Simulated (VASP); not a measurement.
# Si (a cell with a defect) in VASP: a series of runs, part 2 of 2

VASP 6.6.1.

## (3) Single point, LDA

File INCAR:

```
PREC = Accurate
ENCUT = 520
EDIFF = 1E-6
ISMEAR = 0
SIGMA = 0.02
LREAL = Auto
LASPH = T
NELM = 100
ALGO = Normal
ISIF = 2
LWAVE = F
LCHARG = F
NBANDS = 43
NELECT = 62.0
```

File KPOINTS:

```
regular mesh
0
Gamma
  3 3 3
```

File POSCAR:

```
Si
1.0
    0.0000000000      5.4019422852     -5.4019422852
    5.4019422852      5.4019422852      0.0000000000
    5.4019422852      0.0000000000     -5.4019422852
Si
15
Direct
   -0.2078444285      0.2359481428      0.2359481428
    0.1315492578      0.6184507422      0.1315492578
    0.6184507422      0.1315492578      0.1315492578
    0.6184507422      0.6184507422      0.1315492578
    0.1315492578      0.1315492578      0.6184507422
    0.1315492578      0.6184507422      0.6184507422
    0.6184507422      0.1315492578      0.6184507422
    0.6250000000      0.6250000000      0.6250000000
    0.2359481428      0.7921555715      0.2359481428
    0.2359481428      0.2359481428      0.2359481428
    0.7515069785      0.7515069785      0.2454790646
    0.2454790646      0.7515069785      0.7515069785
    0.2359481428      0.2359481428      0.7921555715
    0.7515069785      0.7515069785      0.7515069785
    0.7515069785      0.2454790646      0.7515069785
```

Potentials or basis: VASP PAW LDA potentials, release 64 (Si).

Started as:

```sh
$ cat potpaw_LDA.64/Si/POTCAR > POTCAR
$ mpirun -np 1 vasp_std > vasp.out
```

OUTCAR:

```text
PREC = Accurate
   ENCUT = 520
   EDIFF = 1E-6
   ISMEAR = 0
   LREAL = Auto
   LASPH = T
   NELM = 100
   ISIF = 2
   NELECT = 62.0

 ion  position               nearest neighbor table
   1  0.792  0.236  0.236-   3 2.41   4 2.41   7 2.41
   2  0.132  0.618  0.132-  11 2.37  12 2.37   9 2.41  10 2.41
   3  0.618  0.132  0.132-  11 2.37  15 2.37   1 2.41  10 2.41
   4  0.618  0.618  0.132-  14 2.37  11 2.37   1 2.41   9 2.41
   5  0.132  0.132  0.618-  12 2.37  15 2.37  13 2.41  10 2.41
   6  0.132  0.618  0.618-  14 2.37  12 2.37  13 2.41   9 2.41
   7  0.618  0.132  0.618-  14 2.37  15 2.37   1 2.41  13 2.41
   8  0.625  0.625  0.625-  11 2.37  12 2.37  15 2.37  14 2.37
   9  0.236  0.792  0.236-   2 2.41   4 2.41   6 2.41
  10  0.236  0.236  0.236-   2 2.41   3 2.41   5 2.41
  11  0.752  0.752  0.245-   8 2.37   3 2.37   2 2.37   4 2.37
  12  0.245  0.752  0.752-   8 2.37   5 2.37   2 2.37   6 2.37
  13  0.236  0.236  0.792-   5 2.41   6 2.41   7 2.41
  14  0.752  0.752  0.752-   8 2.37   6 2.37   7 2.37   4 2.37
  15  0.752  0.245  0.752-   8 2.37   5 2.37   3 2.37   7 2.37

  LATTYP: Found a face centered cubic cell.
 ALAT       =    10.8038845704

  Lattice vectors:

 A1 = (   0.0000000000,   5.4019422852,  -5.4019422852)
 A2 = (   5.4019422852,   5.4019422852,   0.0000000000)
 A3 = (   5.4019422852,   0.0000000000,  -5.4019422852)

Analysis of symmetry for initial positions (statically):
=====================================================================
 Subroutine PRICEL returns:
 Original cell was already a primitive cell.

 Routine SETGRP: Setting up the symmetry group for a
 face centered cubic supercell.

 Subroutine GETGRP returns: Found 24 space group operations
 (whereof  6 operations were pure point group operations)
 out of a pool of 48 trial point group operations.

The static configuration has the point symmetry C_3v.
[... 153 lines left out ...]
  energy-cutoff  :      520.00
  volume of cell :      315.27
 maximum number of plane-waves:      8492
 NGX is ok and might be reduce to    60
   NGX = 29   NGY = 29   NGZ = 29

 number of electron      62.0000000 magnetization

 Free energy of the ion-electron system (eV)
  ---------------------------------------------------
  ext. energy  EPLUGINS =         0.00000000
  ---------------------------------------------------
  free energy    TOTEN  =       -74.97937322 eV

  energy without entropy =      -74.97601177  energy(sigma->0) =      -74.97769250

 E-fermi :   5.9612     XC(G=0):  -9.5863

 val. band max:        5.8583292987   @ k =   0.0000   0.0000   0.0000
 cond. band min:       5.9739980190   @ k =   0.0000   0.0000   0.0000
 fundamental gap:      0.1156687203
 Fermi energy:         5.9612103219

 k-point     1 :       0.0000    0.0000    0.0000
  band No.  band energies     occupation
      1      -6.4709      2.00000
      2      -4.1771      2.00000
      3      -4.1771      2.00000
      4      -4.1771      2.00000
      5      -3.6604      2.00000
      6      -2.4055      2.00000
[... 173 lines left out ...]
     42       9.0310      0.00000
     43       9.1355      0.00000

------------------------ aborting loop because EDIFF is reached ----------------------------------------

  FORCE on cell =-STRESS in cart. coord.  units (eV):
  Direction    XX          YY          ZZ          XY          YZ          ZX
  --------------------------------------------------------------------------------------
  -------------------------------------------------------------------------------------
  Total        9.2222546      9.2222546      9.2222546      0.0000000      0.0000000      0.0000000
  in kB       46.8670776     46.8670776     46.8670776      0.0000000      0.0000000      0.0000000
  external PRESSURE =      46.8670776 kB  Pullay stress =       0.0000000 kB

 VOLUME and BASIS-vectors are now :
 -----------------------------------------------------------------------------
  energy-cutoff  :      520.00
  volume of cell :      315.27
      direct lattice vectors                 reciprocal lattice vectors
     0.000000000  5.401942285 -5.401942285    -0.092559301  0.092559301 -0.092559301
     5.401942285  5.401942285  0.000000000     0.092559301  0.092559301  0.092559301
     5.401942285  0.000000000 -5.401942285     0.092559301 -0.092559301 -0.092559301

 POSITION                                       TOTAL-FORCE (eV/Angst)
 -----------------------------------------------------------------------------------
      2.54916      5.55376     -5.55376        -0.005246      0.005246     -0.005246
      4.05146      4.05146     -1.42124         0.000000      0.000000      0.009912
      1.42124      4.05146     -4.05146        -0.009912      0.000000     -0.000000
      4.05146      6.68167     -4.05146         0.000000      0.009912     -0.000000
      4.05146      1.42124     -4.05146         0.000000     -0.009912     -0.000000
      6.68167      4.05146     -4.05146         0.009912      0.000000     -0.000000
      4.05146      4.05146     -6.68167         0.000000      0.000000     -0.009912
      6.75243      6.75243     -6.75243         0.000000      0.000000     -0.000000
      5.55376      5.55376     -2.54916         0.005246      0.005246      0.005246
      2.54916      2.54916     -2.54916        -0.005246     -0.005246      0.005246
      5.38566      8.11919     -5.38566         0.011917     -0.011917     -0.011917
      8.11919      5.38566     -5.38566        -0.011917      0.011917     -0.011917
      5.55376      2.54916     -5.55376         0.005246     -0.005246     -0.005246
      8.11919      8.11919     -8.11919        -0.011917     -0.011917      0.011917
      5.38566      5.38566     -8.11919         0.011917      0.011917      0.011917
 -----------------------------------------------------------------------------------
    total drift:                                0.000000      0.000000     -0.000000

  FREE ENERGIE OF THE ION-ELECTRON SYSTEM (eV)
  ---------------------------------------------------
  free  energy   TOTEN  =       -74.9793732218 eV

  energy  without entropy=      -74.9760117698  energy(sigma->0) =      -74.97769250
```

OSZICAR:

```text
N       E                     dE             d eps       ncg     rms          rms(c)
DAV:   1     0.166947163314E+03    0.16695E+03   -0.23891E+04   344   0.119E+03
DAV:   2    -0.627617393299E+02   -0.22971E+03   -0.21682E+03   426   0.172E+02
DAV:   3    -0.765402607610E+02   -0.13779E+02   -0.13442E+02   432   0.393E+01
DAV:   4    -0.769101968217E+02   -0.36994E+00   -0.36749E+00   456   0.764E+00
DAV:   5    -0.769160746634E+02   -0.58778E-02   -0.58724E-02   437   0.102E+00    0.127E+01
DAV:   6    -0.754697325151E+02    0.14463E+01   -0.12605E+00   400   0.328E+00    0.754E+00
DAV:   7    -0.749819810674E+02    0.48775E+00   -0.13092E+00   424   0.340E+00    0.839E-01
DAV:   8    -0.749794026633E+02    0.25784E-02   -0.13296E-01   405   0.129E+00    0.433E-01
DAV:   9    -0.749794707315E+02   -0.68068E-04   -0.62410E-03   416   0.284E-01    0.229E-01
DAV:  10    -0.749793874896E+02    0.83242E-04   -0.10340E-03   397   0.103E-01    0.977E-02
DAV:  11    -0.749793739078E+02    0.13582E-04   -0.24676E-04   440   0.587E-02    0.313E-02
DAV:  12    -0.749793731839E+02    0.72390E-06   -0.58724E-05   400   0.250E-02    0.209E-02
DAV:  13    -0.749793732218E+02   -0.37900E-07   -0.55489E-06   448   0.877E-03
   1 F= -.74979373E+02 E0= -.74977692E+02  d E =-.336145E-02
```

It took 99 s on 1 thread of AMD EPYC 7R43 (Zen 3), shared host; peak memory 0.31 GiB.

Results:

- Free energy: -74.9794 eV
- Largest force: 0.021 eV/Å

Forces on the atoms (eV/Å):
```
Si  -0.005  0.005 -0.005
Si   0.000  0.000  0.010
Si  -0.010  0.000  0.000
Si   0.000  0.010  0.000
Si   0.000 -0.010  0.000
Si   0.010  0.000  0.000
Si   0.000  0.000 -0.010
Si   0.000  0.000  0.000
Si   0.005  0.005  0.005
Si  -0.005 -0.005  0.005
Si   0.012 -0.012 -0.012
Si  -0.012  0.012 -0.012
Si   0.005 -0.005 -0.005
Si  -0.012 -0.012  0.012
Si   0.012  0.012  0.012
```

Caveat: the cell carries a net charge on a neutralising background, which shifts energy and pressure; the cell is charged against a uniform background, so pressure and absolute levels hang on convention.
